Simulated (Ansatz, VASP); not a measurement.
**HfSiO4: VASP beside Ansatz**

Contents of INCAR:

```
PREC     = Accurate       # precision mode
ENCUT    = 520            # plane-wave cutoff, eV
EDIFF    = 1E-6           # SCF threshold, eV
ISMEAR   = -1             # smearing method
SIGMA    = 0.05           # smearing width, eV
LREAL    = False          # projectors in reciprocal space
LASPH    = True           # aspherical terms in the spheres
NELM     = 60             # most SCF steps
ALGO     = Normal         # electronic algorithm
ISIF     = 2              # what is computed and relaxed
LWAVE    = False          # write WAVECAR
LCHARG   = False          # write CHGCAR
GGA      = RP             # functional
NBANDS   = 50             # bands
```

File KPOINTS:

```
Automatic mesh
0
Gamma
  6 6 6
```

Contents of POSCAR:

```
HfSiO4
1.0
   -3.2862500000      3.2862500000      2.9816000000
    3.2862500000     -3.2862500000      2.9816000000
    3.2862500000      3.2862500000     -2.9816000000
Hf Si O
2 2 8
Direct
    0.0000000000      0.0000000000      0.0000000000
    0.7500000000      0.2500000000      0.5000000000
    0.5000000000      0.5000000000      0.0000000000
    0.2500000000      0.7500000000      0.5000000000
    0.6802000000      0.4957000000      0.8155000000
    0.2457000000      0.9302000000      0.3155000000
    0.6802000000      0.8647000000      0.1845000000
    0.6147000000      0.9302000000      0.6845000000
    0.0698000000      0.3853000000      0.3155000000
    0.5043000000      0.3198000000      0.1845000000
    0.0698000000      0.7543000000      0.6845000000
    0.1353000000      0.3198000000      0.8155000000
```

input.yaml

```yaml
crystal:
  lattice:
    - [-3.28625, 3.28625, 2.9816]
    - [3.28625, -3.28625, 2.9816]
    - [3.28625, 3.28625, -2.9816]
  atoms:
    - { symbol: Hf, position: [0.0, 0.0, 0.0] }
    - { symbol: Hf, position: [0.75, 0.25, 0.5] }
    - { symbol: Si, position: [0.5, 0.5, 0.0] }
    - { symbol: Si, position: [0.25, 0.75, 0.5] }
    - { symbol: O, position: [0.6802, 0.4957, 0.8155] }
    - { symbol: O, position: [0.2457, 0.9302, 0.3155] }
    - { symbol: O, position: [0.6802, 0.8647, 0.1845] }
    - { symbol: O, position: [0.6147, 0.9302, 0.6845] }
    - { symbol: O, position: [0.0698, 0.3853, 0.3155] }
    - { symbol: O, position: [0.5043, 0.3198, 0.1845] }
    - { symbol: O, position: [0.0698, 0.7543, 0.6845] }
    - { symbol: O, position: [0.1353, 0.3198, 0.8155] }
hamiltonian:
  xc: rpbe
  pseudopotentials: { kind: paw }
kpoints:
  mp_grid: { grid: [6, 6, 6] }
  band_path:
    path:
      - [[0.0, 0.0, 0.0], [0.0, 0.0, 0.5], [-0.5, 0.5, 0.5], [0.0, 0.0, 0.0], [0.4557963036, 0.4557963036, -0.4557963036], [0.25, 0.25, 0.25], [0.0, 0.5, 0.0], [-0.4557963036, 0.5442036964, 0.4557963036], [-0.5, 0.5, 0.5]]
      - [[0.0, 0.0, 0.5], [0.25, 0.25, 0.25]]
    npoints: 10
scf:
  occupations: { method: fermi_dirac, width: 0.05 }
  n_extra_bands: 30
output:
  forces: true
  stress: true
  eigenvalues: true
  fatbands: false
```

Alike in both runs: functional RPBE; k mesh 6 × 6 × 6; occupations fermi-dirac, width 0.05 eV; no spin polarisation.

|  | VASP | Ansatz |
| --- | --- | --- |
| version | VASP 6.6.1 | Ansatz 0.2.0 |
| potentials or method | VASP PAW PBE potentials, release 64 (Hf_pv, Si, O) | Ansatz PAW |
| plane-wave cutoff (eV) | 520 | 420 |
| valence electrons in the cell | 76 | 108 |
| task | single point | band structure |

```tsv
	VASP	Ansatz	Ansatz less VASP
gap on the k mesh at the Fermi level (eV)	5.48	5.54	+0.064
least direct gap on the mesh (eV)	5.83	5.89	+0.059
pressure (GPa)	10.3	12.3	+2.05
traceless stress, the component that is largest in VASP (GPa)	0.77	0.65	-0.113
rms of the force components (eV/Å)	0.243	0.173	-0.0691
```

VASP's potentials were made for PBE, not for RPBE. Atom by atom the forces differ by 0.071 eV/Å (rms over components). VASP's potentials hold 76 valence electrons a cell and Ansatz's 108, so a difference there can come from the potentials and not from the codes.

Neither program's run includes spin-orbit coupling.
